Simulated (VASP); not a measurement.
# Al7Ni8 (a cell with a defect) in VASP: single point with PBE

Aim: the single point of Al7Ni8 (a cell with a defect) with PBE.

Everything below comes from runs of VASP 6.6.1. Logs are shortened: lines on timing, memory, paths and dates and some standing lists are left out, and cuts for length are marked.

### 1 The cell of the first run

The cell holds a defect, 15 atoms: a = 5.784 Å, b = 5.784 Å, c = 5.784 Å, α = 90.00°, β = 90.00°, γ = 90.00°.

### 2 Single point, PBE

INCAR

```
ALGO     = Normal         # electronic algorithm
EDIFF    = 1E-7           # SCF threshold, eV
ENCUT    = 520            # plane-wave cutoff, eV
GGA      = PE             # functional
ISIF     = 2              # what is computed and relaxed
ISMEAR   = 1              # smearing method
LASPH    = True           # aspherical terms in the spheres
LCHARG   = False          # write CHGCAR
LREAL    = Auto         
LWAVE    = False          # write WAVECAR
NBANDS   = 64             # bands
NELM     = 60             # most SCF steps
PREC     = Accurate       # precision mode
SIGMA    = 0.1            # smearing width, eV
```

KPOINTS

```
k-points
0
Gamma
  6 6 6
```

POSCAR

```
Al7Ni8
1.0
    5.7836525300      0.0000000000      0.0000000000
    0.0000000000      5.7836525300      0.0000000000
    0.0000000000      0.0000000000      5.7836525300
Ni Al
8 7
Direct
   -0.0268642600     -0.0287885900      0.0002472900
    0.0122604800      0.0104615300      0.5002364300
   -0.0270361800      0.5268244700      0.0002385800
    0.0120842100      0.4877057000      0.5002447800
    0.5281555700     -0.0283850700      0.0002437700
    0.4890512800      0.0107500100      0.5002404400
    0.5286822400      0.5267755700      0.0002379300
    0.4894438600      0.4876347400      0.5002442300
    0.2505075900      0.2493981800      1.0002355000
    0.2507368300      0.7488509400      0.2477704700
    0.2507362900      0.7488620600      0.7527104500
    0.7508839900      0.2490981200      0.2477621000
    0.7508865500      0.2490958400      0.7527187300
    0.7505821700      0.7493355600      0.2765935300
    0.7505844500      0.7493442400      0.7238884300
```

Potentials or basis: VASP PAW PBE potentials, release 64 (Ni, Al).

The run is started by

```sh
> cat potpaw_PBE.64/Ni/POTCAR potpaw_PBE.64/Al/POTCAR > POTCAR
> mpirun -np 1 vasp_std > vasp.out
```

OUTCAR:

```text
EDIFF = 1E-7
   ENCUT = 520
   GGA = PE
   ISIF = 2
   ISMEAR = 1
   LASPH = True
   LREAL = Auto
   NELM = 60
   PREC = Accurate

 ion  position               nearest neighbor table
   1  0.973  0.971  0.000-   9 2.27  14 2.42  15 2.42  10 2.51  11 2.51  12 2.51  13 2.51   3 2.57
                             5 2.57   2 2.91   2 2.91
   2  0.012  0.010  0.500-  15 2.50  14 2.50  12 2.51  13 2.51  11 2.51  10 2.51   6 2.76   4 2.76
                             1 2.91   1 2.91   4 3.02   6 3.03
   3  0.973  0.527  0.000-   9 2.27  14 2.42  15 2.42  13 2.51  12 2.51  10 2.51  11 2.51   7 2.57
                             1 2.57   4 2.91   4 2.91
   4  0.012  0.488  0.500-  15 2.50  14 2.50  10 2.51  11 2.51  13 2.51  12 2.51   2 2.76   8 2.76
                             3 2.91   3 2.91   8 3.02   2 3.02
   5  0.528  0.972  0.000-   9 2.27  14 2.42  15 2.42  11 2.51  10 2.51  12 2.51  13 2.51   7 2.57
                             1 2.57   6 2.91   6 2.91
   6  0.489  0.011  0.500-  15 2.50  14 2.50  12 2.52  13 2.52  11 2.52  10 2.52   2 2.76   8 2.76
                             5 2.91   5 2.91   8 3.03   2 3.03
   7  0.529  0.527  0.000-   9 2.27  14 2.42  15 2.42  13 2.51  12 2.51  10 2.51  11 2.51   3 2.57
                             5 2.57   8 2.91   8 2.91
   8  0.489  0.488  0.500-  14 2.50  15 2.50  10 2.51  11 2.51  13 2.51  12 2.51   6 2.76   4 2.76
                             7 2.91   7 2.91   4 3.02   6 3.03
   9  0.251  0.249  0.000-   3 2.27   5 2.27   7 2.27   1 2.27  10 3.22  11 3.22  13 3.22  12 3.22
                            13 3.23  12 3.23  11 3.23  10 3.23
  10  0.251  0.749  0.248-   3 2.51   1 2.51   7 2.51   5 2.51   4 2.51   8 2.51   2 2.51   6 2.52
                            11 2.86  14 2.90  14 2.90  11 2.92   9 3.22   9 3.23
  11  0.251  0.749  0.753-   3 2.51   1 2.51   7 2.51   5 2.51   4 2.51   8 2.51   2 2.51   6 2.52
                            10 2.86  15 2.90  15 2.90  10 2.92   9 3.22   9 3.23
  12  0.751  0.249  0.248-   3 2.51   7 2.51   5 2.51   1 2.51   4 2.51   8 2.51   2 2.51   6 2.52
                            13 2.86  14 2.90  14 2.90  13 2.92   9 3.22   9 3.23
  13  0.751  0.249  0.753-   3 2.51   7 2.51   5 2.51   1 2.51   4 2.51   8 2.51   2 2.51   6 2.52
                            12 2.86  15 2.90  15 2.90  12 2.92   9 3.22   9 3.23
  14  0.751  0.749  0.277-   1 2.42   7 2.42   5 2.42   3 2.42   2 2.50   8 2.50   6 2.50   4 2.50
                            15 2.59  12 2.90  10 2.90  10 2.90  12 2.90  15 3.20
  15  0.751  0.749  0.724-   1 2.42   7 2.42   5 2.42   3 2.42   2 2.50   8 2.50   6 2.50   4 2.50
                            14 2.59  13 2.90  11 2.90  11 2.90  13 2.90  14 3.20

  LATTYP: Found a simple cubic cell.
 ALAT       =     5.7836525300

  Lattice vectors:

 A1 = (   5.7836525300,   0.0000000000,   0.0000000000)
 A2 = (   0.0000000000,   5.7836525300,   0.0000000000)
 A3 = (   0.0000000000,   0.0000000000,   5.7836525300)

Analysis of symmetry for initial positions (statically):
=====================================================================
 Subroutine PRICEL returns:
 Original cell was already a primitive cell.

 Routine SETGRP: Setting up the symmetry group for a
 simple cubic supercell.

 Subroutine GETGRP returns: Found  1 space group operations
 (whereof  1 operations were pure point group operations)
 out of a pool of 48 trial point group operations.

The static configuration has the point symmetry C_1 .

Analysis of symmetry for dynamics (positions and initial velocities):
=====================================================================
 Subroutine PRICEL returns:
 Original cell was already a primitive cell.

 Routine SETGRP: Setting up the symmetry group for a
 simple cubic supercell.

 Subroutine GETGRP returns: Found  1 space group operations
 (whereof  1 operations were pure point group operations)
 out of a pool of 48 trial point group operations.

The dynamic configuration has the point symmetry C_1 .

 Subroutine INISYM returns: Found  1 space group operations
 (whereof  1 operations are pure point group operations),
 and found     1 'primitive' translations

----------------------------------------------------------------------------------------

                                     Primitive cell

  volume of cell :     193.4669

  direct lattice vectors                    reciprocal lattice vectors
[... 62 lines left out ...]

 Subroutine IBZKPT returns following result:
 ===========================================

 Found    112 irreducible k-points:

 Following reciprocal coordinates:
            Coordinates               Weight
  0.000000  0.000000  0.000000      1.000000
  0.166667  0.000000  0.000000      2.000000
  0.000000  0.166667  0.000000      2.000000
  0.000000  0.000000  0.166667      2.000000
  0.333333  0.000000  0.000000      2.000000
  0.000000  0.333333  0.000000      2.000000
[... 16 lines left out ...]
  0.000000 -0.333333  0.166667      2.000000
 -0.166667  0.000000  0.333333      2.000000
 [... further k-points ...]
   k-points           NKPTS =    112   k-points in BZ     NKDIM =    112   number of bands    NBANDS=     64
   number of dos      NEDOS =    301   number of ions     NIONS =     15
   total plane-waves  NPLWV = 110592
   dimension x,y,z NGX =    48 NGY =   48 NGZ =   48
   dimension x,y,z NGXF=    96 NGYF=   96 NGZF=   96
   ions per type =               8   7
   NGX,Y,Z   is equivalent  to a cutoff of  13.80, 13.80, 13.80 a.u.
   NGXF,Y,Z  is equivalent  to a cutoff of  27.59, 27.59, 27.59 a.u.
 SYSTEM =  unknown system
   PREC   = accura    normal or accurate (medium, high low for compatibility)
   ISTART =      0    job   : 0-new  1-cont  2-samecut
   ICHARG =      2    charge: 1-file 2-atom 10-const
   ISPIN  =      1    spin polarized calculation?
   LNONCOLLINEAR =      F non collinear calculations
   LSORBIT =      F    spin-orbit coupling
   LASPH  =      T    aspherical Exc in radial PAW
   ENCUT  =  520.0 eV  38.22 Ry    6.18 a.u.  10.75 10.75 10.75*2*pi/ulx,y,z
   NELM   =     60;   NELMIN=  2; NELMDL= -5     # of ELM steps
   EDIFF  = 0.1E-06   stopping-criterion for ELM
   LREAL  =      T    real-space projection
   EDIFFG = 0.1E-05   stopping-criterion for IOM
   NSW    =      0    number of steps for IOM
   IBRION =     -1    ionic relax: 0-MD 1-quasi-New 2-CG
   NFREE  =      0    steps in history (QN), initial steepest desc. (CG)
   ISIF   =      2    stress and relaxation
   ISYM   =      2    0-nonsym 1-usesym 2-fastsym
   POTIM  = 0.5000    time-step for ionic-motion
   TEBEG  =    0.0;   TEEND  =   0.0 temperature during run
   PSTRESS=    0.0 pullay stress
   NELECT =     101.0000    total number of electrons
   NUPDOWN=      -1.0000    fix difference up-down
   EMIN   =  10.00;   EMAX   =-10.00  energy-range for DOS
   EFERMI =   0.00;   METHOD = LEGACY
   ISMEAR =     1;   SIGMA  =   0.10  broadening in eV -4-tet -1-fermi 0-gaus
   EFERMI_NEDOS =   21; number of points for ismear=-14 and -15
   IALGO  =     38    algorithm
   IMIX   =      4    mixing-type and parameters
     AMIX     =   0.40;   BMIX     =  1.00
     AMIX_MAG =   1.60;   BMIX_MAG =  1.00
  volume/ion in A,a.u.               =      12.90        87.04
  Fermi-wavevector in a.u.,A,eV,Ry     =   1.318195  2.491028 23.642012  1.737639
  Thomas-Fermi vector in A             =   2.448182
   LORBIT       =      0    0 simple, 1 ext, 2 COOP (PROOUT), +10 PAW based schemes
   GGA     = PE    functional components
   LHFCALC =     F    Hartree Fock is set to
   AEXX    =    0.0000 exact exchange contribution
   IVDW    =     0    specifies the selected vdW correction
   LEPSILON=     F    determine dielectric tensor
   LRPA    =     F    only Hartree local field effects (RPA)
 non-spin polarized calculation
 Methfessel and Paxton  Order N= 1 SIGMA  =   0.10
  energy-cutoff  :      520.00
  volume of cell :      193.47
 maximum number of plane-waves:      5248
 NGX is ok and might be reduce to    48
   NGX = 21   NGY = 21   NGZ = 21

 number of electron     101.0000044 magnetization

 Free energy of the ion-electron system (eV)
  ---------------------------------------------------
  ext. energy  EPLUGINS =         0.00000000
  ---------------------------------------------------
  free energy    TOTEN  =       -76.50138765 eV

  energy without entropy =      -76.50423063  energy(sigma->0) =      -76.50233531

 E-fermi :   8.8108     XC(G=0): -11.6532

 val. band max:        8.8038315662   @ k =  -0.3333   0.0000   0.3333
 cond. band min:       8.8320839267   @ k =  -0.3333  -0.1667   0.1667
 fundamental gap:      0.0282523605
 Fermi energy:         8.8107947882

 k-point     1 :       0.0000    0.0000    0.0000
  band No.  band energies     occupation
      1      -1.7384      2.00000
      2       2.0430      2.00000
      3       2.1650      2.00000
      4       2.4836      2.00000
      5       2.6252      2.00000
      6       2.6253      2.00000
[... 1549 lines left out ...]
     61      12.3588      0.00000
     62      12.6448      0.00000

 [... further k-points ...]

 [bands above 62 left out]

------------------------ aborting loop because EDIFF is reached ----------------------------------------

  FORCE on cell =-STRESS in cart. coord.  units (eV):
  Direction    XX          YY          ZZ          XY          YZ          ZX
  --------------------------------------------------------------------------------------
  -------------------------------------------------------------------------------------
  Total        1.3623359      1.3648228     -3.1516415     -0.0058061     -0.0003361     -0.0000291
  in kB       11.2820547     11.3026495    -26.1000185     -0.0480823     -0.0027837     -0.0002407
  external PRESSURE =      -1.1717714 kB  Pullay stress =       0.0000000 kB

 VOLUME and BASIS-vectors are now :
 -----------------------------------------------------------------------------
  energy-cutoff  :      520.00
  volume of cell :      193.47
      direct lattice vectors                 reciprocal lattice vectors
     5.783652530  0.000000000  0.000000000     0.172901120  0.000000000  0.000000000
     0.000000000  5.783652530  0.000000000     0.000000000  0.172901120  0.000000000
     0.000000000  0.000000000  5.783652530     0.000000000  0.000000000  0.172901120

 POSITION                                       TOTAL-FORCE (eV/Angst)
 -----------------------------------------------------------------------------------
      5.62828      5.61715      0.00143         0.045881      0.051342     -0.000159
      0.07091      0.06051      2.89319         0.026084      0.026162      0.000059
      5.62728      3.04697      0.00138         0.036890     -0.036078     -0.000158
      0.06989      2.82072      2.89324         0.025520     -0.025270     -0.000048
      3.05467      5.61948      0.00141        -0.039862      0.041403     -0.000110
      2.82850      0.06217      2.89322        -0.023213      0.023467     -0.000131
      3.05771      3.04669      0.00138        -0.051545     -0.046844     -0.000128
      2.83077      2.82031      2.89324        -0.026317     -0.026191      0.000021
      1.44885      1.44243      0.00136         0.008095     -0.007623      0.000135
      1.45017      4.33109      1.43302         0.000176      0.004496      0.060947
      1.45017      4.33116      4.35342         0.000050      0.005126     -0.061727
      4.34285      1.44070      1.43297        -0.003087     -0.001153      0.060532
      4.34287      1.44068      4.35346        -0.003269     -0.001029     -0.061967
      4.34111      4.33390      1.59972         0.002964     -0.004912      0.046276
      4.34112      4.33395      4.18672         0.001632     -0.002896     -0.043541
 -----------------------------------------------------------------------------------
    total drift:                               -0.010157      0.011146      0.000420

  FREE ENERGIE OF THE ION-ELECTRON SYSTEM (eV)
  ---------------------------------------------------
  free  energy   TOTEN  =       -76.5013876517 eV

  energy  without entropy=      -76.5042306256  energy(sigma->0) =      -76.50233531
```

Wall time 86 min (1 thread of Oxide Virtual Turin-like, shared host); peak memory 0.85 GiB.

Results:

```yaml
Free_energy: -76.5014 eV
Pressure: -0.1 GPa
Largest_force: 0.070 eV/Å
Band_gap_on_the_k_mesh: zero (an odd number of electrons rules out a gap without spin polarisation)
```

Forces on the atoms (eV/Å):
```
Ni   0.046  0.051  0.000
Ni   0.026  0.026  0.000
Ni   0.037 -0.036  0.000
Ni   0.026 -0.025  0.000
Ni  -0.040  0.041  0.000
Ni  -0.023  0.023  0.000
Ni  -0.052 -0.047  0.000
Ni  -0.026 -0.026  0.000
Al   0.008 -0.008  0.000
Al   0.000  0.004  0.061
Al   0.000  0.005 -0.062
Al  -0.003 -0.001  0.061
Al  -0.003 -0.001 -0.062
Al   0.003 -0.005  0.046
Al   0.002 -0.003 -0.044
```

Spin polarisation is off, so any magnetic state and its effect on volume and gap are missing.

The gap in the log of VASP goes by the Fermi energy; the results here count the filled bands.